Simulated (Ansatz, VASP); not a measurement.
La in VASP and in Ansatz

```
La
1.0
     6.00624    0.00000    0.00000
    -3.00312    5.20155    0.00000
     0.00000    0.00000    3.69099
La
3
Direct
  0.00000 0.00000 0.00000
  0.33333 0.66667 0.50000
  0.66667 0.33333 0.50000
```

Alike in both runs: task single point; functional BLYP; k mesh 7 × 7 × 10; occupations fermi-dirac, width 0.1 eV; no spin polarisation.

|  | VASP | Ansatz |
| --- | --- | --- |
| version | VASP 6.6.1 | Ansatz 0.2.0 |
| potentials or method | VASP PAW PBE potentials, release 64 (La), cutoff 520 eV | plane waves (420 eV) with PAW, scalar-relativistic |
| valence electrons in the cell | 33 | 33 |

```tsv
	VASP	Ansatz	Ansatz less VASP
pressure (GPa)	1.1	1.1	+0.04
```

VASP's potentials were made for PBE, not for BLYP. The functional is the same, so the differences come from potentials, cutoffs and numerics.

Spin-orbit coupling is off throughout.
